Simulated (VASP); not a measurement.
# TePb (Fm-3m) in VASP: further runs, part 2 of 2

VASP 6.6.1. Earlier steps stand in the parts before.

## (3) Band structure, TB-mBJ

POSCAR reads:

```
TePb
1.0
    0.0000000000      3.2310000000      3.2310000000
    3.2310000000      0.0000000000      3.2310000000
    3.2310000000      3.2310000000      0.0000000000
Pb Te
1 1
Direct
    0.0000000000      0.0000000000      0.0000000000
    0.5000000000      0.5000000000      0.5000000000
```

INCAR.step1 reads:

```
SYSTEM = TePb
  ISMEAR = 0
  SIGMA = 0.03
  LWAVE = .TRUE.
  LCHARG = .FALSE.
  NBANDS = 22
  PREC = Accurate
  LASPH = .TRUE.
  LREAL = .FALSE.
  ALGO = Normal
  EDIFF = 1E-7
  NELM = 120
  GGA_COMPAT = .FALSE.
  ENCUT = 480
  EFERMI = MIDGAP
  GGA = PE
```

INCAR.step2 reads:

```
SYSTEM = TePb
  METAGGA = MBJ
  ISMEAR = 0
  SIGMA = 0.03
  LWAVE = .FALSE.
  LCHARG = .FALSE.
  NBANDS = 22
  PREC = Accurate
  LASPH = .TRUE.
  LREAL = .FALSE.
  ALGO = Normal
  EDIFF = 1E-7
  NELM = 120
  GGA_COMPAT = .FALSE.
  ENCUT = 480
  EFERMI = MIDGAP
  LMIXTAU = .TRUE.
  ISTART = 1
```

KPOINTS reads:

```
Automatic mesh
0
Gamma
  9 9 9
  0 0 0
```

KPOINTS_OPT reads:

```
path GXWKGLUWLK,UX
32
line-mode
reciprocal
 0.0000000000  0.0000000000  0.0000000000  G
 0.5000000000  0.0000000000  0.5000000000  X

 0.5000000000  0.0000000000  0.5000000000  X
 0.5000000000  0.2500000000  0.7500000000  W

 0.5000000000  0.2500000000  0.7500000000  W
 0.3750000000  0.3750000000  0.7500000000  K

 0.3750000000  0.3750000000  0.7500000000  K
 0.0000000000  0.0000000000  0.0000000000  G

 0.0000000000  0.0000000000  0.0000000000  G
 0.5000000000  0.5000000000  0.5000000000  L

 0.5000000000  0.5000000000  0.5000000000  L
 0.6250000000  0.2500000000  0.6250000000  U

 0.6250000000  0.2500000000  0.6250000000  U
 0.5000000000  0.2500000000  0.7500000000  W

 0.5000000000  0.2500000000  0.7500000000  W
 0.5000000000  0.5000000000  0.5000000000  L

 0.5000000000  0.5000000000  0.5000000000  L
 0.3750000000  0.3750000000  0.7500000000  K

 0.6250000000  0.2500000000  0.6250000000  U
 0.5000000000  0.0000000000  0.5000000000  X
```

Potentials or basis: VASP PAW PBE potentials, release 64 (Pb_d, Te).

The run is started by

```console
$ cat potpaw_PBE.64/Pb_d/POTCAR potpaw_PBE.64/Te/POTCAR > POTCAR
$ cp INCAR.step1 INCAR
$ mpirun -np 1 vasp_std > vasp.out
$ cp INCAR.step2 INCAR
$ mpirun -np 1 vasp_std > vasp.out
```

OUTCAR:

```text
SYSTEM = TePb
   METAGGA = MBJ
   ISMEAR = 0
   PREC = Accurate
   LASPH = .TRUE.
   LREAL = .FALSE.
   EDIFF = 1E-7
   NELM = 120
   ENCUT = 480
   EFERMI = MIDGAP
   ISTART = 1

 ion  position               nearest neighbor table
   1  0.000  0.000  0.000-   2 3.23   2 3.23   2 3.23   2 3.23   2 3.23   2 3.23
   2  0.500  0.500  0.500-   1 3.23   1 3.23   1 3.23   1 3.23   1 3.23   1 3.23

  LATTYP: Found a face centered cubic cell.
 ALAT       =     6.4620000000

  Lattice vectors:

 A1 = (   0.0000000000,   3.2310000000,   3.2310000000)
 A2 = (   3.2310000000,   0.0000000000,   3.2310000000)
 A3 = (   3.2310000000,   3.2310000000,   0.0000000000)

Analysis of symmetry for initial positions (statically):
=====================================================================
 Subroutine PRICEL returns:
 Original cell was already a primitive cell.

 Routine SETGRP: Setting up the symmetry group for a
 face centered cubic supercell.

 Subroutine GETGRP returns: Found 48 space group operations
 (whereof 48 operations were pure point group operations)
[... 169 lines left out ...]
  free energy    TOTEN  =      1471.58536163 eV

  energy without entropy =     1471.58536163  energy(sigma->0) =     1471.58536163

 E-fermi :   6.2256     XC(G=0):  -8.8314

 val. band max:        5.5933747766   @ k =   0.4444   0.0000   0.0000
 cond. band min:       6.8578408821   @ k =   0.4444   0.0000   0.0000
 fundamental gap:      1.2644661054
 Fermi energy:         6.2256078293

 k-point     1 :       0.0000    0.0000    0.0000
  band No.  band energies     occupation
      1     -11.5779      2.00000
      2     -11.5779      2.00000
      3     -11.5501      2.00000
      4     -11.5501      2.00000
      5     -11.5501      2.00000
      6      -6.3217      2.00000
[... 589 lines left out ...]
     21      18.8299      0.00000
     22      18.8299      0.00000

 [... further k-points ...]

------------------------ aborting loop because EDIFF is reached ----------------------------------------

  FORCE on cell =-STRESS in cart. coord.  units (eV):
  Direction    XX          YY          ZZ          XY          YZ          ZX
  --------------------------------------------------------------------------------------
  -------------------------------------------------------------------------------------
  Total      -24.6797296    -24.6797296    -24.6797296     -0.0000000     -0.0000000     -0.0000000
  in kB     -586.1518097   -586.1518097   -586.1518097     -0.0000000     -0.0000000     -0.0000000
  external PRESSURE =    -586.1518097 kB  Pullay stress =       0.0000000 kB

 VOLUME and BASIS-vectors are now :
 -----------------------------------------------------------------------------
  energy-cutoff  :      480.00
  volume of cell :       67.46
      direct lattice vectors                 reciprocal lattice vectors
     0.000000000  3.231000000  3.231000000    -0.154750851  0.154750851  0.154750851
     3.231000000  0.000000000  3.231000000     0.154750851 -0.154750851  0.154750851
     3.231000000  3.231000000  0.000000000     0.154750851  0.154750851 -0.154750851

 POSITION                                       TOTAL-FORCE (eV/Angst)
 -----------------------------------------------------------------------------------
      0.00000      0.00000      0.00000        -0.000000      0.000000     -0.000000
      3.23100      3.23100      3.23100         0.000000      0.000000      0.000000
 -----------------------------------------------------------------------------------
    total drift:                                0.000000      0.000000      0.000000

  FREE ENERGIE OF THE ION-ELECTRON SYSTEM (eV)
  ---------------------------------------------------
  free  energy   TOTEN  =      1471.5853616339 eV

  energy  without entropy=     1471.5853616339  energy(sigma->0) =     1471.58536163

    CMBJ =    1.2076
```

OUTCAR.step1:

```text
SYSTEM = TePb
   ISMEAR = 0
   PREC = Accurate
   LASPH = .TRUE.
   LREAL = .FALSE.
[... 830 lines left out ...]
      0.00000      0.00000      0.00000        -0.000000     -0.000000     -0.000000
      3.23100      3.23100      3.23100         0.000000      0.000000      0.000000
 -----------------------------------------------------------------------------------
    total drift:                               -0.000000      0.000000      0.000000

  FREE ENERGIE OF THE ION-ELECTRON SYSTEM (eV)
  ---------------------------------------------------
  free  energy   TOTEN  =        -7.5018870611 eV

  energy  without entropy=       -7.5018870611  energy(sigma->0) =       -7.50188706
```

OSZICAR.step1:

```text
N       E                     dE             d eps       ncg     rms          rms(c)
DAV:   1     0.161008502608E+03    0.16101E+03   -0.82628E+03  1540   0.829E+02
DAV:   2     0.438785301922E+01   -0.15662E+03   -0.14857E+03  1612   0.254E+02
DAV:   3    -0.725987609489E+01   -0.11648E+02   -0.11564E+02  1926   0.738E+01
DAV:   4    -0.760748574010E+01   -0.34761E+00   -0.34742E+00  1834   0.133E+01
DAV:   5    -0.762273373758E+01   -0.15248E-01   -0.15247E-01  2208   0.276E+00    0.331E+00
DAV:   6    -0.750329820225E+01    0.11944E+00   -0.21172E-01  2300   0.276E+00    0.200E+00
DAV:   7    -0.750004728450E+01    0.32509E-02   -0.74367E-02  2040   0.108E+00    0.932E-01
DAV:   8    -0.750209277331E+01   -0.20455E-02   -0.94094E-03  1974   0.815E-01    0.189E-01
DAV:   9    -0.750183381839E+01    0.25895E-03   -0.13296E-03  2338   0.342E-01    0.814E-02
DAV:  10    -0.750188342822E+01   -0.49610E-04   -0.14259E-04  1834   0.685E-02    0.204E-02
DAV:  11    -0.750188799123E+01   -0.45630E-05   -0.37853E-05  2038   0.445E-02    0.162E-02
DAV:  12    -0.750188773040E+01    0.26084E-06   -0.30510E-06  1804   0.732E-03    0.118E-02
DAV:  13    -0.750188697360E+01    0.75680E-06   -0.76570E-07  1872   0.438E-03    0.220E-03
DAV:  14    -0.750188706108E+01   -0.87485E-07   -0.27583E-07  1910   0.336E-03
   1 F= -.75018871E+01 E0= -.75018871E+01  d E =-.322661-103
```

It took 2.9 min on 1 thread of Intel Xeon 6975P-C (Granite Rapids), shared host; peak memory 0.26 GiB.

Results:

| Item | Value |
| --- | --- |
| Band gap along the path | 1.12 eV |

Levels at the corners of the path, in eV from the Fermi level:
```csv
point,band 6,band 7,band 8,band 9,band 10,band 11,band 12,band 13,band 14,band 15
Γ,-12.55,-5.99,-2.06,-2.06,-2.06,3.74,3.74,3.74,5.33,5.33
X,-10.91,-7.73,-5.01,-3.42,-3.42,3.04,5.09,5.09,6.35,9.20
X,-10.91,-7.73,-5.01,-3.42,-3.42,3.04,5.09,5.09,6.35,9.20
W,-10.76,-8.42,-4.33,-4.33,-1.07,1.33,4.83,4.83,6.52,6.52
W,-10.76,-8.42,-4.33,-4.33,-1.07,1.33,4.83,4.83,6.52,6.52
K,-10.82,-8.41,-4.64,-2.93,-2.64,3.18,3.30,4.84,5.54,8.52
K,-10.82,-8.41,-4.64,-2.93,-2.64,3.18,3.30,4.84,5.54,8.52
Γ,-12.55,-5.99,-2.06,-2.06,-2.06,3.74,3.74,3.74,5.33,5.33
Γ,-12.55,-5.99,-2.06,-2.06,-2.06,3.74,3.74,3.74,5.33,5.33
L,-11.15,-9.03,-1.62,-1.62,-0.58,0.54,0.86,0.86,8.38,8.52
L,-11.15,-9.03,-1.62,-1.62,-0.58,0.54,0.86,0.86,8.38,8.52
U,-10.82,-8.41,-4.64,-2.93,-2.64,3.18,3.30,4.84,5.54,8.52
U,-10.82,-8.41,-4.64,-2.93,-2.64,3.18,3.30,4.84,5.54,8.52
W,-10.76,-8.42,-4.33,-4.33,-1.07,1.33,4.83,4.83,6.52,6.52
W,-10.76,-8.42,-4.33,-4.33,-1.07,1.33,4.83,4.83,6.52,6.52
L,-11.15,-9.03,-1.62,-1.62,-0.58,0.54,0.86,0.86,8.38,8.52
L,-11.15,-9.03,-1.62,-1.62,-0.58,0.54,0.86,0.86,8.38,8.52
K,-10.82,-8.41,-4.64,-2.93,-2.64,3.18,3.30,4.84,5.54,8.52
U,-10.82,-8.41,-4.64,-2.93,-2.64,3.18,3.30,4.84,5.54,8.52
X,-10.91,-7.73,-5.01,-3.42,-3.42,3.04,5.09,5.09,6.35,9.20
```

Caveat: this odd mesh misses L, so gap, dielectric constants and Born charges aren't listed; spin-orbit coupling is left out, which moves the levels of the heavy elements.
